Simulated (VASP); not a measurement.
# H6C2O in VASP: notebook

Runs on H6C2O. Level: PBE+D3(BJ). Tasks: single point.

Program: VASP 6.6.1. These are calculated values, not measurements. Logs are shortened: lines on timing, memory, paths and dates and some standing lists are left out, and cuts for length are marked.

### Step 1. The cell of the first run

The cell holds an amorphous packing of atoms, 36 atoms: a = 7.294 Å, b = 7.294 Å, c = 7.294 Å, α = 90.00°, β = 90.00°, γ = 90.00°.

### Step 2. Single point, PBE+D3(BJ)

The input, INCAR:

```
ALGO = Normal
EDIFF = 1E-6
ENCUT = 520
GGA = PE
ISIF = 2
ISMEAR = -1
IVDW = 12
LASPH = True
LCHARG = False
LREAL = Auto
LWAVE = False
NBANDS = 64
NELM = 100
PREC = Accurate
SIGMA = 0.02
```

The input, KPOINTS:

```
k-points
0
Gamma
  1 1 1
```

The input, POSCAR:

```
H6C2O
1.0
    7.2936330000      0.0000000000      0.0000000000
    0.0000000000      7.2936330000      0.0000000000
    0.0000000000      0.0000000000      7.2936330000
C O H
8 4 24
Direct
    0.3812503316      0.0194416144      0.2185467791
    0.4284010451      0.1755777950      0.0784794080
    0.5043165731      0.6950445683      0.6296313511
    0.3432582912      0.5717589574      0.5626414162
    0.9966775131      0.0413237134      0.5551691455
    0.8546632385      0.1614970208      0.4683948315
    0.8960006625      0.8699779657      1.0130205345
    0.9815547341      0.6774538834      0.9773318729
    0.3044847472      0.3333592463      0.1137978837
    0.4044075154      0.4081916378      0.4642679444
    0.6842680458      0.1541344348      0.5714847457
    0.8375387136      0.5287762628      0.9802522282
    0.3450680888      0.4218885156      0.0340845228
    0.5728695151      0.2240173039      0.1005808765
    0.4109063343      0.1198579638     -0.0655777443
    0.3793445598     -0.1237654815      0.1559305219
    0.4718636104      0.0244322685      0.3332084299
    0.2432395488      0.0413374240      0.2698243797
    0.3484683148      0.4210658803      0.3355392299
    0.2412240923      0.5296948722      0.6772482246
    0.2520965889      0.6426975418      0.4658172409
    0.4530938148      0.8345772265      0.6606721232
    0.5724993292      0.6326339699      0.7481593878
    0.6175797439      0.7041072673      0.5249921404
    0.6009488001      0.2471470665      0.5197958274
    0.8982354884      0.3046081425      0.4666947185
    0.8117765180      0.1266035733      0.3359094158
    1.1093099968      0.0231571838      0.4532446313
    1.0607059609      0.1060239801      0.6727785728
    0.9521043902     -0.0930674741      0.5981244189
    0.8158074309      0.4532446313      0.8736112716
    1.0381520430      0.6792088387      0.8397324077
    1.0922814460      0.6321815205      1.0666837775
    1.0136100898      0.9653351080      1.0233583181
    0.8087601885      0.9137832956      0.8987702014
    0.8222514075      0.8752154105      1.1456156349
```

Potentials or basis: VASP PAW PBE potentials, release 64 (C, O, H).

The run is started by

```
> cat potpaw_PBE.64/C/POTCAR potpaw_PBE.64/O/POTCAR potpaw_PBE.64/H/POTCAR > POTCAR
> mpirun -np 1 vasp_gam > vasp.out
```

OUTCAR:

```text
EDIFF = 1E-6
   ENCUT = 520
   GGA = PE
   ISIF = 2
   ISMEAR = -1
   IVDW = 12
   LASPH = True
   LREAL = Auto
   NELM = 100
   PREC = Accurate
 IVDW          = 12

 ion  position               nearest neighbor table
   1  0.381  0.019  0.219-  17 1.07  18 1.09  16 1.14   2 1.57
   2  0.428  0.176  0.078-  14 1.12  15 1.13   9 1.49   1 1.57
   3  0.504  0.695  0.630-  23 1.10  22 1.11  24 1.13   4 1.56
   4  0.343  0.572  0.563-  21 1.10  20 1.16  10 1.46   3 1.56
   5  0.997  0.041  0.555-  30 1.08  29 1.08  28 1.12   6 1.50
   6  0.855  0.161  0.468-  27 1.05  26 1.09  11 1.45   5 1.50
   7  0.896  0.870  0.013-  35 1.10  34 1.11  36 1.11   8 1.56
   8  0.982  0.677  0.977-  32 1.09  33 1.09  12 1.51   7 1.56
   9  0.304  0.333  0.114-  13 0.92   2 1.49
  10  0.404  0.408  0.464-  19 1.03   4 1.46
  11  0.684  0.154  0.571-  25 0.99   6 1.45
  12  0.838  0.529  0.980-  31 0.97   8 1.51
  13  0.345  0.422  0.034-   9 0.92
  14  0.573  0.224  0.101-   2 1.12
  15  0.411  0.120  0.934-   2 1.13
  16  0.379  0.876  0.156-   1 1.14
  17  0.472  0.024  0.333-   1 1.07
  18  0.243  0.041  0.270-   1 1.09
[... 16 lines left out ...]
  35  0.809  0.914  0.899-   7 1.10
  36  0.822  0.875  0.146-   7 1.11

  LATTYP: Found a simple cubic cell.
 ALAT       =     7.2936330000

  Lattice vectors:

 A1 = (   7.2936330000,   0.0000000000,   0.0000000000)
 A2 = (   0.0000000000,   7.2936330000,   0.0000000000)
 A3 = (   0.0000000000,   0.0000000000,   7.2936330000)

Analysis of symmetry for initial positions (statically):
=====================================================================
 Subroutine PRICEL returns:
 Original cell was already a primitive cell.

 Routine SETGRP: Setting up the symmetry group for a
 simple cubic supercell.

 Subroutine GETGRP returns: Found  1 space group operations
 (whereof  1 operations were pure point group operations)
 out of a pool of 48 trial point group operations.

The static configuration has the point symmetry C_1 .

Analysis of symmetry for dynamics (positions and initial velocities):
=====================================================================
 Subroutine PRICEL returns:
 Original cell was already a primitive cell.

 Routine SETGRP: Setting up the symmetry group for a
 simple cubic supercell.

 Subroutine GETGRP returns: Found  1 space group operations
 (whereof  1 operations were pure point group operations)
 out of a pool of 48 trial point group operations.

The dynamic configuration has the point symmetry C_1 .

 Subroutine INISYM returns: Found  1 space group operations
 (whereof  1 operations are pure point group operations),
 and found     1 'primitive' translations

----------------------------------------------------------------------------------------

                                     Primitive cell

  volume of cell :     388.0000

  direct lattice vectors                    reciprocal lattice vectors
     7.293633000  0.000000000  0.000000000     0.137105884  0.000000000  0.000000000
     0.000000000  7.293633000  0.000000000     0.000000000  0.137105884  0.000000000
     0.000000000  0.000000000  7.293633000     0.000000000  0.000000000  0.137105884

  length of vectors
     7.293633000  7.293633000  7.293633000     0.137105884  0.137105884  0.137105884

  position of ions in fractional coordinates (direct lattice)
     0.381250332  0.019441614  0.218546779
     0.428401045  0.175577795  0.078479408
     0.504316573  0.695044568  0.629631351
     0.343258291  0.571758957  0.562641416
     0.996677513  0.041323713  0.555169146
     0.854663239  0.161497021  0.468394831
[... 28 lines left out ...]
     0.808760189  0.913783296  0.898770201
     0.822251407  0.875215410  0.145615635

  ion indices of the primitive-cell ions
   primitive index   ion index
                 1           1
                 2           2
                 3           3
                 4           4
                 5           5
                 6           6
[... 28 lines left out ...]
                35          35
                36          36

----------------------------------------------------------------------------------------

 KPOINTS: k-points

Automatic generation of k-mesh.
 Grid dimensions read from file:
 generate k-points for:    1    1    1

 Generating k-lattice:

  Cartesian coordinates                     Fractional coordinates (reciprocal lattice)
     0.137105884  0.000000000  0.000000000     1.000000000  0.000000000  0.000000000
     0.000000000  0.137105884  0.000000000     0.000000000  1.000000000  0.000000000
     0.000000000  0.000000000  0.137105884     0.000000000  0.000000000  1.000000000

  Length of vectors
     0.137105884  0.137105884  0.137105884

  Shift w.r.t. Gamma in fractional coordinates (k-lattice)
     0.000000000  0.000000000  0.000000000

 Subroutine IBZKPT returns following result:
 ===========================================

 Found      1 irreducible k-points:

 Following reciprocal coordinates:
            Coordinates               Weight
  0.000000  0.000000  0.000000      1.000000
   k-points           NKPTS =      1   k-points in BZ     NKDIM =      1   number of bands    NBANDS=     64
   number of dos      NEDOS =    301   number of ions     NIONS =     36
   total plane-waves  NPLWV = 157464
   dimension x,y,z NGX =    54 NGY =   54 NGZ =   54
   dimension x,y,z NGXF=   108 NGYF=  108 NGZF=  108
   ions per type =               8   4  24
   NGX,Y,Z   is equivalent  to a cutoff of  12.31, 12.31, 12.31 a.u.
   NGXF,Y,Z  is equivalent  to a cutoff of  24.62, 24.62, 24.62 a.u.
 SYSTEM =  unknown system
   PREC   = accura    normal or accurate (medium, high low for compatibility)
   ISTART =      0    job   : 0-new  1-cont  2-samecut
   ICHARG =      2    charge: 1-file 2-atom 10-const
   ISPIN  =      1    spin polarized calculation?
   LNONCOLLINEAR =      F non collinear calculations
   LSORBIT =      F    spin-orbit coupling
   LASPH  =      T    aspherical Exc in radial PAW
   ENCUT  =  520.0 eV  38.22 Ry    6.18 a.u.  13.56 13.56 13.56*2*pi/ulx,y,z
   NELM   =    100;   NELMIN=  2; NELMDL= -5     # of ELM steps
   EDIFF  = 0.1E-05   stopping-criterion for ELM
   LREAL  =      T    real-space projection
   EDIFFG = 0.1E-04   stopping-criterion for IOM
   NSW    =      0    number of steps for IOM
   IBRION =     -1    ionic relax: 0-MD 1-quasi-New 2-CG
   NFREE  =      0    steps in history (QN), initial steepest desc. (CG)
   ISIF   =      2    stress and relaxation
   ISYM   =      2    0-nonsym 1-usesym 2-fastsym
   POTIM  = 0.5000    time-step for ionic-motion
   TEBEG  =    0.0;   TEEND  =   0.0 temperature during run
   PSTRESS=    0.0 pullay stress
   NELECT =      80.0000    total number of electrons
   NUPDOWN=      -1.0000    fix difference up-down
   EMIN   =  10.00;   EMAX   =-10.00  energy-range for DOS
   EFERMI =   0.00;   METHOD = LEGACY
   ISMEAR =    -1;   SIGMA  =   0.02  broadening in eV -4-tet -1-fermi 0-gaus
   EFERMI_NEDOS =   21; number of points for ismear=-14 and -15
   IALGO  =     38    algorithm
   IMIX   =      4    mixing-type and parameters
     AMIX     =   0.40;   BMIX     =  1.00
     AMIX_MAG =   1.60;   BMIX_MAG =  1.00
  volume/ion in A,a.u.               =      10.78        72.73
  Fermi-wavevector in a.u.,A,eV,Ry     =   0.967151  1.827650 12.726630  0.935381
  Thomas-Fermi vector in A             =   2.097013
   LORBIT       =      0    0 simple, 1 ext, 2 COOP (PROOUT), +10 PAW based schemes
   GGA     = PE    functional components
   LHFCALC =     F    Hartree Fock is set to
   AEXX    =    0.0000 exact exchange contribution
   IVDW    =    12    specifies the selected vdW correction
   LEPSILON=     F    determine dielectric tensor
   LRPA    =     F    only Hartree local field effects (RPA)
 non-spin polarized calculation
  energy-cutoff  :      520.00
  volume of cell :      388.00
 maximum number of plane-waves:      5198
 NGX is ok and might be reduce to    54
   NGX = 27   NGY = 27   NGZ = 27

 number of electron      79.9999990 magnetization

 Free energy of the ion-electron system (eV)
  ---------------------------------------------------
  ext. energy  EPLUGINS =         0.00000000
  ---------------------------------------------------
  free energy    TOTEN  =      -186.99088761 eV

  energy without entropy =     -186.99088761  energy(sigma->0) =     -186.99088761

 E-fermi :  -2.1268     XC(G=0):  -6.5146

 val. band max:       -2.6478183527   @ k =   0.0000   0.0000   0.0000
 cond. band min:       1.7810199861   @ k =   0.0000   0.0000   0.0000
 fundamental gap:      4.4288383388
 Fermi energy:        -2.1268177951

 k-point     1 :       0.0000    0.0000    0.0000
  band No.  band energies     occupation
      1     -23.0827      2.00000
      2     -21.8236      2.00000
      3     -21.5622      2.00000
      4     -21.5527      2.00000
      5     -15.5278      2.00000
      6     -15.4187      2.00000
[... 44 lines left out ...]
     51       5.1741      0.00000
     52       5.3832      0.00000
 [bands above 52 left out]

------------------------ aborting loop because EDIFF is reached ----------------------------------------

 Edisp (eV)   -1.29751

 E8    (eV) :    -0.2821

  FORCE on cell =-STRESS in cart. coord.  units (eV):
  Direction    XX          YY          ZZ          XY          YZ          ZX
  --------------------------------------------------------------------------------------
  -------------------------------------------------------------------------------------
  Total      -5.83657    -6.35584     1.34566    -0.57330    -2.04817    -0.61930
  in kB     -24.10108   -26.24531     5.55665    -2.36735    -8.45755    -2.55729
  external pressure =      -14.93 kB  Pullay stress =        0.00 kB

 VOLUME and BASIS-vectors are now :
 -----------------------------------------------------------------------------
  energy-cutoff  :      520.00
  volume of cell :      388.00
      direct lattice vectors                 reciprocal lattice vectors
     7.293633000  0.000000000  0.000000000     0.137105884  0.000000000  0.000000000
     0.000000000  7.293633000  0.000000000     0.000000000  0.137105884  0.000000000
     0.000000000  0.000000000  7.293633000     0.000000000  0.000000000  0.137105884

 POSITION                                       TOTAL-FORCE (eV/Angst)
 -----------------------------------------------------------------------------------
      2.78070      0.14180      1.59400        -0.283340     -0.262018     -1.739823
      3.12460      1.28060      0.57240        -0.065766     -0.789408      0.369144
      3.67830      5.06940      4.59230        -0.159692     -0.594458     -0.633366
      2.50360      4.17020      4.10370        -0.438717     -0.412205      0.240451
      7.26940      0.30140      4.04920         1.117877      0.221679     -0.919402
      6.23360      1.17790      3.41630        -1.129544      0.615280      1.843767
[... 28 lines left out ...]
      5.89880      6.66480      6.55530        -0.081791     -0.092595      0.108252
      5.99720      6.38350      1.06207         0.022604     -0.078874     -0.343638
 -----------------------------------------------------------------------------------
    total drift:                                0.011855     -0.001241      0.001999

  FREE ENERGIE OF THE ION-ELECTRON SYSTEM (eV)
  ---------------------------------------------------
  free  energy   TOTEN  =      -188.2884023195 eV

  energy  without entropy=     -188.2884023195  energy(sigma->0) =     -188.28840232
```

Wall time 30 s (1 thread of Intel Xeon 6975P-C (Granite Rapids), shared host); peak memory 0.34 GiB.

What came out:

```yaml
Free_energy: -188.2884 eV
Pressure: -1.5 GPa
Largest_force: 3.383 eV/Å
Band_gap_on_the_k_mesh: 4.43 eV
Dispersion_energy_per_atom: -0.036 eV
```

Forces on the atoms (eV/Å):
```
C   -0.283 -0.262 -1.740
C   -0.066 -0.789  0.369
C   -0.160 -0.594 -0.633
C   -0.439 -0.412  0.240
C    1.118  0.222 -0.919
C   -1.130  0.615  1.844
C    0.974 -0.976  0.554
C   -2.042 -0.672 -1.203
O   -0.421 -2.950  1.560
O   -0.732  0.862 -0.658
O    0.032  0.087  0.563
O    0.241  1.143  1.398
H    0.895  2.472 -2.129
H   -0.600 -0.255 -0.319
H    0.061  0.729  0.732
H    0.313  1.205  0.338
H    0.634 -0.153  0.801
H   -0.273  0.163 -0.073
H    0.844 -0.820  1.205
H    1.288  0.229 -0.672
H    0.141  0.505  0.021
H    0.291 -0.307  0.067
H   -0.179  0.155  0.312
H   -0.892  0.093  0.215
H   -0.100  0.022  0.146
H    0.464  0.329 -0.154
H    0.244 -0.719 -2.042
H   -0.414 -0.065  0.547
H    0.064  0.285  0.430
H   -0.529 -0.539 -0.056
H    0.716  0.315 -0.600
H    0.289  0.060 -0.475
H   -0.029  0.168  0.607
H   -0.263  0.028 -0.039
H   -0.082 -0.093  0.108
H    0.023 -0.079 -0.344
```

Levels at points of the mesh, in eV from the valence-band top:
| k point | band 38 | band 39 | band 40 | band 41 | band 42 | band 43 |
| --- | --- | --- | --- | --- | --- | --- |
| (0.00, 0.00, 0.00) | -0.50 | -0.47 | 0.00 | 4.43 | 5.46 | 5.91 |

Caveat: the k points lie up to 0.86 Å⁻¹ apart.

(Part 1 of 2 ends here.)
